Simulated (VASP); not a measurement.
# In3As (Im-3m) in VASP: further runs, part 2 of 2

VASP 6.6.1. Earlier steps stand in the parts before.

### Step 3. Relaxation of cell and atoms, PBE

This run uses another cell than the first one, of 26.58 Å³/atom, 0.996 times its volume.

Input file INCAR:

```
SYSTEM = In3As
ALGO = Normal ; EDIFF = 1E-6
EDIFFG = -0.01 ; ENCUT = 600
GGA = PE ; IBRION = 2
ISIF = 3 ; ISMEAR = 0
LASPH = .True. ; LCHARG = .False.
LREAL = .False. ; LWAVE = .False.
NELM = 100 ; NSW = 100
PREC = Accurate ; SIGMA = 0.1
```

Input file KPOINTS:

```
k-points
0
Gamma
  12 12 12
  0 0 0
```

Input file POSCAR:

```
In3As
1.0
   -2.9841918591      2.9841918591      2.9841918591
    2.9841918591     -2.9841918591      2.9841918591
    2.9841918591      2.9841918591     -2.9841918591
In As
3 1
Direct
    0.0000000000      0.5000000000      0.5000000000
    0.5000000000      0.0000000000      0.5000000000
    0.5000000000      0.5000000000      0.0000000000
    0.0000000000      0.0000000000      0.0000000000
```

Potentials or basis: VASP PAW PBE potentials, release 64 (In_d, As).

Started as:

```sh
$ cat potpaw_PBE.64/In_d/POTCAR potpaw_PBE.64/As/POTCAR > POTCAR
$ mpirun -np 1 vasp_std > vasp.out
```

OUTCAR:

```text
SYSTEM = In3As
   EDIFF = 1E-6
   EDIFFG = -0.01
   ENCUT = 600
   GGA = PE
   IBRION = 2
   ISIF = 3
   ISMEAR = 0
   LASPH = .True.
   LREAL = .False.
   NELM = 100
   NSW = 100
   PREC = Accurate

 ion  position               nearest neighbor table
   1  0.000  0.500  0.500-   2 2.98   3 2.98   4 2.98   4 2.98   3 2.98   2 2.98
   2  0.500  0.000  0.500-   1 2.98   3 2.98   4 2.98   3 2.98   4 2.98   1 2.98
   3  0.500  0.500  0.000-   1 2.98   2 2.98   4 2.98   2 2.98   1 2.98   4 2.98
   4  0.000  0.000  0.000-   1 2.98   2 2.98   3 2.98   1 2.98   2 2.98   3 2.98

  LATTYP: Found a body centered cubic cell.
 ALAT       =     5.9683837182

  Lattice vectors:

 A1 = (  -2.9841918591,   2.9841918591,   2.9841918591)
 A2 = (   2.9841918591,  -2.9841918591,   2.9841918591)
 A3 = (   2.9841918591,   2.9841918591,  -2.9841918591)

Analysis of symmetry for initial positions (statically):
=====================================================================
 Subroutine PRICEL returns:
 Original cell was already a primitive cell.

 Routine SETGRP: Setting up the symmetry group for a
 body centered cubic supercell.

 Subroutine GETGRP returns: Found 48 space group operations
 (whereof 48 operations were pure point group operations)
 out of a pool of 48 trial point group operations.

The static configuration has the point symmetry O_h .

Analysis of symmetry for dynamics (positions and initial velocities):
=====================================================================
 Subroutine PRICEL returns:
 Original cell was already a primitive cell.

 Routine SETGRP: Setting up the symmetry group for a
 body centered cubic supercell.

 Subroutine GETGRP returns: Found 48 space group operations
 (whereof 48 operations were pure point group operations)
 out of a pool of 48 trial point group operations.

The dynamic configuration has the point symmetry O_h .

 Subroutine INISYM returns: Found 48 space group operations
 (whereof 48 operations are pure point group operations),
 and found     1 'primitive' translations

----------------------------------------------------------------------------------------

                                     Primitive cell

  volume of cell :     106.3017

  direct lattice vectors                    reciprocal lattice vectors
    -2.984191859  2.984191859  2.984191859     0.000000000  0.167549549  0.167549549
     2.984191859 -2.984191859  2.984191859     0.167549549  0.000000000  0.167549549
     2.984191859  2.984191859 -2.984191859     0.167549549  0.167549549  0.000000000

  length of vectors
     5.168771919  5.168771919  5.168771919     0.236950845  0.236950845  0.236950845

  position of ions in fractional coordinates (direct lattice)
     0.000000000  0.500000000  0.500000000
     0.500000000  0.000000000  0.500000000
     0.500000000  0.500000000  0.000000000
[... 108 lines left out ...]
   IVDW    =     0    specifies the selected vdW correction
   LEPSILON=     F    determine dielectric tensor
   LRPA    =     F    only Hartree local field effects (RPA)
 conjugate gradient relaxation of ions
 non-spin polarized calculation
 Gauss-broadening in eV      SIGMA  =   0.10
  energy-cutoff  :      600.00
  volume of cell :      106.30
 maximum number of plane-waves:      3565
 NGX is ok and might be reduce to    42
   NGX = 21   NGY = 21   NGZ = 21

--------------------------------------- Ionic step        1  -------------------------------------------

 number of electron      44.0000011 magnetization

 Free energy of the ion-electron system (eV)
  ---------------------------------------------------
  ext. energy  EPLUGINS =         0.00000000
  ---------------------------------------------------
  free energy    TOTEN  =       -11.91729347 eV

  energy without entropy =      -11.90243297  energy(sigma->0) =      -11.90986322

------------------------ aborting loop because EDIFF is reached ----------------------------------------

  FORCE on cell =-STRESS in cart. coord.  units (eV):
  Direction    XX          YY          ZZ          XY          YZ          ZX
  --------------------------------------------------------------------------------------
  -------------------------------------------------------------------------------------
  Total        0.1107784      0.1107784      0.1107784      0.0000000      0.0000000     -0.0000000
  in kB        1.6696497      1.6696497      1.6696497      0.0000000      0.0000000     -0.0000000
  external PRESSURE =       1.6696497 kB  Pullay stress =       0.0000000 kB

 VOLUME and BASIS-vectors are now :
 -----------------------------------------------------------------------------
  energy-cutoff  :      600.00
  volume of cell :      106.30
      direct lattice vectors                 reciprocal lattice vectors
    -2.984191859  2.984191859  2.984191859     0.000000000  0.167549549  0.167549549
     2.984191859 -2.984191859  2.984191859     0.167549549  0.000000000  0.167549549
     2.984191859  2.984191859 -2.984191859     0.167549549  0.167549549  0.000000000

 POSITION                                       TOTAL-FORCE (eV/Angst)
 -----------------------------------------------------------------------------------
      2.98419      0.00000      0.00000        -0.000000     -0.000000      0.000000
      0.00000      2.98419      0.00000        -0.000000      0.000000     -0.000000
      0.00000      0.00000      2.98419         0.000000      0.000000      0.000000
      0.00000      0.00000      0.00000         0.000000     -0.000000      0.000000
 -----------------------------------------------------------------------------------
    total drift:                               -0.000000      0.000000      0.000000

  FREE ENERGIE OF THE ION-ELECTRON SYSTEM (eV)
  ---------------------------------------------------
  free  energy   TOTEN  =       -11.9172934681 eV

  energy  without entropy=      -11.9024329715  energy(sigma->0) =      -11.90986322

--------------------------------------- Ionic step        2  -------------------------------------------

 number of electron      44.0000014 magnetization

 Free energy of the ion-electron system (eV)
  ---------------------------------------------------
  ext. energy  EPLUGINS =         0.00000000
  ---------------------------------------------------
  free energy    TOTEN  =       -11.91752596 eV

  energy without entropy =      -11.90256073  energy(sigma->0) =      -11.91004334

 E-fermi :   6.0061     XC(G=0):  -9.8420

 val. band max:        5.9938040122   @ k =  -0.2500   0.3333   0.1667
 cond. band min:       6.0166849844   @ k =  -0.4167   0.5000   0.1667
 fundamental gap:      0.0228809723
 Fermi energy:         6.0061295090

 k-point     1 :       0.0000    0.0000    0.0000
  band No.  band energies     occupation
      1      -8.8764      2.00000
      2      -8.8764      2.00000
      3      -8.6669      2.00000
      4      -8.6292      2.00000
      5      -8.6292      2.00000
      6      -8.6292      2.00000
[... 685 lines left out ...]
     25       8.1911      0.00000
     26      10.0190      0.00000

 [... further k-points ...]
[... 5 lines left out ...]
  --------------------------------------------------------------------------------------
  -------------------------------------------------------------------------------------
  Total        0.0055557      0.0055557      0.0055557     -0.0000000      0.0000000     -0.0000000
  in kB        0.0834007      0.0834007      0.0834007     -0.0000000      0.0000000     -0.0000000
  external PRESSURE =       0.0834007 kB  Pullay stress =       0.0000000 kB

 VOLUME and BASIS-vectors are now :
 -----------------------------------------------------------------------------
  energy-cutoff  :      600.00
  volume of cell :      106.73
      direct lattice vectors                 reciprocal lattice vectors
    -2.988178921  2.988178921  2.988178921     0.000000000  0.167325991  0.167325991
     2.988178921 -2.988178921  2.988178921     0.167325991  0.000000000  0.167325991
     2.988178921  2.988178921 -2.988178921     0.167325991  0.167325991  0.000000000

 POSITION                                       TOTAL-FORCE (eV/Angst)
 -----------------------------------------------------------------------------------
      0.00000      2.98818      2.98818        -0.000000     -0.000000     -0.000000
      2.98818      0.00000      2.98818        -0.000000      0.000000     -0.000000
      0.00000      0.00000      2.98818         0.000000     -0.000000      0.000000
      0.00000      5.97636      0.00000        -0.000000     -0.000000      0.000000
 -----------------------------------------------------------------------------------
    total drift:                               -0.000000      0.000000      0.000000

  FREE ENERGIE OF THE ION-ELECTRON SYSTEM (eV)
  ---------------------------------------------------
  free  energy   TOTEN  =       -11.9175259575 eV

  energy  without entropy=      -11.9025607302  energy(sigma->0) =      -11.91004334

 reached required accuracy - stopping structural energy minimisation
```

OSZICAR:

```text
N       E                     dE             d eps       ncg     rms          rms(c)
DAV:   1     0.392297783221E+03    0.39230E+03   -0.23682E+04  3744   0.238E+03
[... 14 lines left out ...]
DAV:   1    -0.119251063633E+02   -0.78125E-02   -0.20465E-01  4652   0.715E+00    0.556E-01
DAV:   2    -0.119185504731E+02    0.65559E-02   -0.15500E-02  4640   0.207E+00    0.185E-01
DAV:   3    -0.119175969649E+02    0.95351E-03   -0.35003E-03  5180   0.907E-01    0.105E-01
DAV:   4    -0.119175616629E+02    0.35302E-04   -0.78156E-05  3888   0.793E-02    0.618E-02
DAV:   5    -0.119175279602E+02    0.33703E-04   -0.28741E-05  5176   0.368E-02    0.112E-02
DAV:   6    -0.119175254915E+02    0.24687E-05   -0.18832E-06  2932   0.116E-02    0.326E-03
DAV:   7    -0.119175259575E+02   -0.46602E-06   -0.28268E-07  2074   0.650E-03
   2 F= -.11917526E+02 E0= -.11910043E+02  d E =-.232489E-03
```

CONTCAR:

```text
In3As
   1.00000000000000
    -2.9881789206427958    2.9881789206427958    2.9881789206427958
     2.9881789206427958   -2.9881789206427958    2.9881789206427958
     2.9881789206427958    2.9881789206427958   -2.9881789206427958
  In              As
     3     1
Direct
     1.0000000000000000    0.5000000000000000    0.5000000000000000
     0.5000000000000000    1.0000000000000000    0.5000000000000000
     0.5000000000000000    0.5000000000000000    0.0000000000000000
     1.0000000000000000    0.0000000000000000    1.0000000000000000

  0.00000000E+00  0.00000000E+00  0.00000000E+00
  0.00000000E+00  0.00000000E+00  0.00000000E+00
  0.00000000E+00  0.00000000E+00  0.00000000E+00
  0.00000000E+00  0.00000000E+00  0.00000000E+00
```

It took 3.5 min on 1 thread of AMD EPYC 9R45 (Zen 5), shared host; peak memory 0.37 GiB.

What came out:

| Quantity | Value |
| --- | --- |
| Free energy | -11.9175 eV |
| Relaxed volume | 26.68 Å³/atom |
| Relaxed cell | a = 5.176 Å, b = 5.176 Å, c = 5.176 Å, α = 109.47°, β = 109.47°, γ = 109.47° |
| Space group after relaxing (to 0.05 Å) | Im-3m (No. 229) |
| Energy gained by relaxing | 0.1 meV/atom |
| Ionic steps | 2 |
| Pressure after relaxing | 0.0 GPa |
| Band gap on the k mesh | zero (band 22 reaches 7.01 eV, above the bottom of band 23 at 5.17 eV) |

Step by step:
| step | energy change (eV) | largest force (eV/Å) | pressure (GPa) | volume (Å³) |
| --- | --- | --- | --- | --- |
| 1 | 0.0000 | 0.0000 | 0.17 | 106.30 |
| 2 | -0.0002 | 0.0000 | 0.01 | 106.73 |

Final structure:
```yaml
crystal:
  lattice:
    - [-2.98818, 2.98818, 2.98818]
    - [2.98818, -2.98818, 2.98818]
    - [2.98818, 2.98818, -2.98818]
  atoms:
    - { symbol: In, position: [0.00000, 0.50000, 0.50000] }
    - { symbol: In, position: [0.50000, 0.00000, 0.50000] }
    - { symbol: In, position: [0.50000, 0.50000, 0.00000] }
    - { symbol: As, position: [0.00000, 0.00000, 0.00000] }
```

Levels at points of the mesh, in eV from the Fermi level:
```tsv
k point	band 18	band 19	band 20	band 21	band 22	band 23	band 24	band 25	band 26
(0.00, 0.00, 0.00)	-2.24	-2.24	-2.24	-1.34	-1.34	-0.49	-0.49	-0.49	3.89
(0.50, 0.00, 0.00)	-4.94	-3.66	-2.62	-1.28	0.36	0.97	1.91	2.06	4.15
(0.50, 0.50, 0.50)	-5.41	-4.03	-4.03	-4.03	1.00	1.00	1.00	1.44	7.09
```

Caveat: spin-orbit coupling is left out, which moves the levels of the heavy elements.

### Step 4. Single point, PBE

This run uses another cell than the first one, of 28.82 Å³/atom, 1.080 times its volume.

Input file INCAR:

```
SYSTEM = In3As
ALGO = Normal ; EDIFF = 1E-6
ENCUT = 520 ; GGA = PE
ISIF = 2 ; ISMEAR = 0
LASPH = .True. ; LCHARG = .True.
LELF = .True. ; LREAL = .False.
LVHAR = .True. ; LWAVE = .False.
NBANDS = 30 ; NELM = 100
PREC = Accurate ; SIGMA = 0.1
```

Input file KPOINTS:

```
k-points
0
Gamma
  4 4 4
  0 0 0
```

Input file POSCAR:

```
In3As
1.0
   -3.0657757200      3.0657757200      3.0657757200
    3.0657757200     -3.0657757200      3.0657757200
    3.0657757200      3.0657757200     -3.0657757200
In As
3 1
Direct
    0.0000000000      0.5000000000      0.5000000000
    0.5000000000      0.0000000000      0.5000000000
    0.5000000000      0.5000000000      0.0000000000
    0.0000000000      0.0000000000      0.0000000000
```

Started as:

```sh
$ cat potpaw_PBE.64/In_d/POTCAR potpaw_PBE.64/As/POTCAR > POTCAR
$ mpirun -np 1 vasp_std > vasp.out
```

Run time: 20 s. Hardware: 1 thread of AMD EPYC 9R45 (Zen 5), shared host; peak memory 0.21 GiB.

It converged, with:

| Item | Value |
| --- | --- |
| Free energy | -11.9651 eV |
| Pressure | -3.0 GPa |
| Band gap on the k mesh | zero (band 22 reaches 6.08 eV, above the bottom of band 23 at 4.48 eV) |

Levels at points of the mesh, in eV from the Fermi level:
```csv
k point,band 20,band 21,band 22,band 23,band 24,band 25
"(0.00, 0.00, 0.00)",-2.30,-1.81,-1.81,-0.60,-0.60,-0.60
"(0.50, 0.00, 0.00)",-2.65,-1.32,0.04,0.54,1.57,1.79
"(0.50, 0.50, 0.50)",-3.91,-3.91,0.60,0.71,0.71,0.71
```

Caveat: the k points lie up to 0.36 Å⁻¹ apart; spin-orbit coupling is left out, which moves the levels of the heavy elements.

### Step 5. Single point, PBE

This run uses another cell than the first one, of 26.58 Å³/atom, 0.996 times its volume.

Input file INCAR:

```
SYSTEM = In3As
PREC = Accurate ; ENCUT = 520
EDIFF = 1E-6 ; ISMEAR = 0
SIGMA = 0.1 ; LREAL = .FALSE.
LASPH = .TRUE. ; NELM = 100
ALGO = Normal ; ISIF = 2
LWAVE = .FALSE. ; LCHARG = .TRUE.
GGA = PE ; LELF = .TRUE.
LVHAR = .TRUE. ; NBANDS = 30
```

Input file KPOINTS:

```
regular mesh
0
G
  4 4 4
  0 0 0
```

Input file POSCAR:

```
In3As
1.0
   -2.9841918591      2.9841918591      2.9841918591
    2.9841918591     -2.9841918591      2.9841918591
    2.9841918591      2.9841918591     -2.9841918591
In As
3 1
Direct
    0.0000000000      0.5000000000      0.5000000000
    0.5000000000      0.0000000000      0.5000000000
    0.5000000000      0.5000000000      0.0000000000
    0.0000000000      0.0000000000      0.0000000000
```

Started as:

```sh
$ cat potpaw_PBE.64/In_d/POTCAR potpaw_PBE.64/As/POTCAR > POTCAR
$ mpirun -np 1 vasp_std > vasp.out
```

Run time: 30 s. Hardware: 1 thread of AMD EPYC 7R13 (Zen 3), shared host; peak memory 0.21 GiB.

The run converged. Its results:

| Quantity | Value |
| --- | --- |
| Free energy | -12.0570 eV |
| Pressure | -0.1 GPa |
| Band gap on the k mesh | zero (band 22 reaches 7.05 eV, above the bottom of band 23 at 5.21 eV) |

Levels at points of the mesh, in eV from the Fermi level:
```tsv
k point	band 18	band 19	band 20	band 21	band 22	band 23	band 24	band 25	band 26	band 27
(0.00, 0.00, 0.00)	-2.58	-2.58	-2.58	-1.61	-1.61	-0.77	-0.77	-0.77	3.59	3.59
(0.50, 0.00, 0.00)	-5.24	-3.96	-2.96	-1.57	0.05	0.65	1.61	1.76	3.88	4.81
(0.50, 0.50, 0.50)	-5.70	-4.36	-4.36	-4.36	0.70	0.70	0.70	1.18	6.80	6.80
```

Caveat: the k points lie up to 0.37 Å⁻¹ apart; spin-orbit coupling is left out, which moves the levels of the heavy elements.

### Step 6. Relaxation of cell and atoms, PBE

This run uses another cell than the first one, of 28.82 Å³/atom, 1.080 times its volume.

Input file INCAR:

```
SYSTEM = In3As
PREC = Accurate
ENCUT = 600
EDIFF = 1E-6
ISMEAR = 0
SIGMA = 0.1
LREAL = .False.
LASPH = .True.
NELM = 100
ALGO = Fast
ISIF = 3
LWAVE = .False.
LCHARG = .False.
GGA = PE
IBRION = 2
NSW = 90
EDIFFG = -0.04
```

Input file KPOINTS:

```
regular mesh
0
Gamma
  4 4 4
  0 0 0
```

Input file POSCAR:

```
In3As
1.0
   -3.0657757200      3.0657757200      3.0657757200
    3.0657757200     -3.0657757200      3.0657757200
    3.0657757200      3.0657757200     -3.0657757200
In As
3 1
Direct
    0.0000000000      0.5000000000      0.5000000000
    0.5000000000      0.0000000000      0.5000000000
    0.5000000000      0.5000000000      0.0000000000
    0.0000000000      0.0000000000      0.0000000000
```

Potentials or basis: VASP PAW PBE potentials, release 64 (In_d, As).

Started as:

```sh
$ cat potpaw_PBE.64/In_d/POTCAR potpaw_PBE.64/As/POTCAR > POTCAR
$ mpirun -np 1 vasp_std > vasp.out
```

It took 76 s on 1 thread of AMD EPYC 7R13 (Zen 3), shared host; peak memory 0.23 GiB.

It converged, with:

```yaml
Free_energy: -12.0572 eV
Relaxed_volume: 26.66 Å³/atom
Relaxed_cell: a = 5.174 Å, b = 5.174 Å, c = 5.174 Å, α = 109.47°, β = 109.47°, γ = 109.47°
Space_group_after_relaxing_to_0.05_Å: Im-3m (No. 229)
Energy_gained_by_relaxing: 23.0 meV/atom
Ionic_steps: 2
Pressure_after_relaxing: -0.2 GPa
Band_gap_on_the_k_mesh: zero (band 22 reaches 7.01 eV, above the bottom of band 23 at 5.18 eV)
```

Step by step:
| step | energy change (eV) | largest force (eV/Å) | pressure (GPa) | volume (Å³) |
| --- | --- | --- | --- | --- |
| 1 | 0.0000 | 0.0000 | -2.94 | 115.26 |
| 2 | -0.0921 | 0.0000 | -0.20 | 106.65 |

Final structure:
```yaml
crystal:
  lattice:
    - [-2.98749, 2.98749, 2.98749]
    - [2.98749, -2.98749, 2.98749]
    - [2.98749, 2.98749, -2.98749]
  atoms:
    - { symbol: In, position: [0.00000, 0.50000, 0.50000] }
    - { symbol: In, position: [0.50000, 0.00000, 0.50000] }
    - { symbol: In, position: [0.50000, 0.50000, 0.00000] }
    - { symbol: As, position: [0.00000, 0.00000, 0.00000] }
```

Levels at points of the mesh, in eV from the Fermi level:
```tsv
k point	band 20	band 21	band 22	band 23	band 24	band 25
(0.00, 0.00, 0.00)	-2.57	-1.62	-1.62	-0.77	-0.77	-0.77
(0.50, 0.00, 0.00)	-2.95	-1.56	0.05	0.64	1.61	1.77
(0.50, 0.50, 0.50)	-4.34	-4.34	0.70	0.70	0.70	1.15
```

Caveat: the k points lie up to 0.37 Å⁻¹ apart in the final cell; spin-orbit coupling is left out, which moves the levels of the heavy elements.

### Step 7. Overview

| task | cell | k mesh | cutoff (eV) | gap on the mesh (eV) | pressure (GPa) | relaxed volume (Å³/atom) |
| --- | --- | --- | --- | --- | --- | --- |
| single point | a = 5.176 Å, angles 109.5°, 4 atoms | 12 × 12 × 12 | 520 | none | 0.0 | - |
| relaxation of cell and atoms | relaxed from a = 5.169 Å, angles 109.5°, 4 atoms | 12 × 12 × 12 | 600 | none | 0.0 | 26.68 |
| single point | a = 5.310 Å, angles 109.5°, 4 atoms | 4 × 4 × 4 | 520 | none | -3.0 | - |
| single point | a = 5.169 Å, angles 109.5°, 4 atoms | 4 × 4 × 4 | 520 | none | -0.1 | - |
| relaxation of cell and atoms | relaxed from a = 5.310 Å, angles 109.5°, 4 atoms | 4 × 4 × 4 | 600 | none | -0.2 | 26.66 |

Alike in all rows: level PBE; potentials or basis VASP PAW PBE potentials, release 64 (In_d, As); no spin polarisation; smearing gaussian 0.1 eV.

Caveats: some runs use coarse meshes; spin-orbit coupling is left out, which moves the levels of the heavy elements.

Absolute energies hang on the potentials; compare differences alone.
